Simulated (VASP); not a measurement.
A run of VASP 6.6.1:

Contents of POSCAR:

```
ZnO
1.0
    3.2986562555      0.0000000000      0.0000000000
   -1.6493281277      2.8567201157      0.0000000000
    0.0000000000      0.0000000000      5.3135684215
Zn O
2 2
Direct
    0.3333333333      0.6666666667      0.4996911395
    0.6666666667      0.3333333333     -0.0003088605
    0.6666666667      0.3333333333      0.3793188605
    0.3333333333      0.6666666667      0.8793188605
```

INCAR.step1

```
SYSTEM = ZnO
ALGO     = Normal         ! electronic algorithm
EDIFF    = 1E-4           ! SCF threshold, eV
ENCUT    = 600            ! plane-wave cutoff, eV
GGA      = PE             ! functional
ISMEAR   = 0              ! smearing method
LASPH    = .TRUE.         ! aspherical terms in the spheres
LCHARG   = .FALSE.        ! write CHGCAR
LREAL    = .FALSE.        ! projectors in reciprocal space
LWAVE    = .TRUE.         ! write WAVECAR
NELM     = 100            ! most SCF steps
PREC     = Accurate       ! precision mode
SIGMA    = 0.02           ! smearing width, eV
```

Contents of INCAR.step2:

```
SYSTEM = ZnO
ALGO     = Normal         ! electronic algorithm
EDIFF    = 1E-7           ! SCF threshold, eV
EDIFFG   = -0.01          ! ionic threshold
ENCUT    = 600            ! plane-wave cutoff, eV
IBRION   = 2              ! ionic algorithm
ISIF     = 4              ! what is computed and relaxed
ISMEAR   = 0              ! smearing method
ISTART   = 1            
LASPH    = .TRUE.         ! aspherical terms in the spheres
LCHARG   = .FALSE.        ! write CHGCAR
LMIXTAU  = .TRUE.       
LREAL    = .FALSE.        ! projectors in reciprocal space
LWAVE    = .FALSE.        ! write WAVECAR
METAGGA  = R2SCAN         ! meta-GGA
NELM     = 100            ! most SCF steps
NSW      = 50             ! ionic steps
PREC     = Accurate       ! precision mode
SIGMA    = 0.02           ! smearing width, eV
```

KPOINTS

```
k-points
0
G
  9 9 6
  0 0 0
```

Potentials or basis: VASP PAW PBE potentials, release 64 (Zn, O).

The run is started by

```bash
$ cat potpaw_PBE.64/Zn/POTCAR potpaw_PBE.64/O/POTCAR > POTCAR
$ cp INCAR.step1 INCAR
$ mpirun -np 1 vasp_std > vasp.out
$ cp INCAR.step2 INCAR
$ mpirun -np 1 vasp_std > vasp.out
```

Hardware: 1 thread of Intel(R) Xeon(R) 6975P-C (Granite Rapids), with other jobs on the host.

**Question.** Estimate the wall time of this run.

**Answer.** Wall time 3.5 min on 1 thread of Intel(R) Xeon(R) 6975P-C (Granite Rapids), on a shared host, peak memory 0.23 GiB. Counts: k points 48, ion steps 2.
